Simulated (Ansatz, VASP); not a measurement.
## CdSe in VASP and in Ansatz

Contents of POSCAR:

```
CdSe
1.0
    0.0000000000      2.8429458735      2.8429458735
    2.8429458735      0.0000000000      2.8429458735
    2.8429458735      2.8429458735      0.0000000000
Cd Se
1 1
Direct
    0.0000000000      0.0000000000      0.0000000000
    0.5000000000      0.5000000000      0.5000000000
```

Contents of INCAR.step1:

```
SYSTEM = CdSe
PREC = Accurate ; ENCUT = 520
EDIFF = 1E-5 ; ISMEAR = 0
SIGMA = 0.05 ; LREAL = .FALSE.
LASPH = .TRUE. ; NELM = 60
ALGO = Normal ; ISIF = 2
LWAVE = .TRUE. ; LCHARG = .FALSE.
NBANDS = 16 ; GGA = PE
```

INCAR.step2

```
SYSTEM = CdSe
PREC = Accurate ; ENCUT = 520
EDIFF = 1E-6 ; ISMEAR = 0
SIGMA = 0.05 ; LREAL = .FALSE.
LASPH = .TRUE. ; NELM = 60
ALGO = Normal ; ISIF = 2
LWAVE = .FALSE. ; LCHARG = .FALSE.
GGA = PE ; LHFCALC = .TRUE.
HFSCREEN = 0.2079 ; PRECFOCK = Normal
NBANDS = 16 ; ISTART = 1
```

The input KPOINTS:

```
regular mesh
0
G
  4 4 4
  0 0 0
```

Input for Ansatz:

```yaml
crystal:
  lattice:
    - [0.0, 2.8429458735, 2.8429458735]
    - [2.8429458735, 0.0, 2.8429458735]
    - [2.8429458735, 2.8429458735, 0.0]
  atoms:
    - { symbol: Cd, position: [0.0, 0.0, 0.0] }
    - { symbol: Se, position: [0.5, 0.5, 0.5] }
kpoints:
  mp_grid: { grid: [4, 4, 4] }
hamiltonian:
  xc: hse06
scf:
  occupations: { method: gaussian, width: 0.05 }
  n_extra_bands: 4
output:
  forces: true
  stress: true
  eigenvalues: true
```

Alike in both runs: task single point; functional HSE06; k mesh 4 × 4 × 4; occupations gaussian, width 0.05 eV; no spin polarisation.

|  | VASP | Ansatz |
| --- | --- | --- |
| version | VASP 6.6.1 | Ansatz 0.2.0 |
| potentials or method | VASP PAW PBE potentials, release 64 (Cd, Se) | plane waves |
| plane-wave cutoff (eV) | 520 | 420 |
| valence electrons in the cell | 18 | 36 |

VASP gave:

```
pressure (GPa) : 0.7
```

Q: Estimate Ansatz's values.

A: Pressure (GPa): 0.5.

The functional is the same, so the differences come from potentials, cutoffs and numerics. VASP's potentials hold 18 valence electrons a cell and Ansatz's 36, so a difference there can come from the potentials and not from the codes. Ansatz's warnings: stress exchange threshold loose, stress scf threshold loose.

The k mesh is coarse, so the values compare programs but aren't converged.
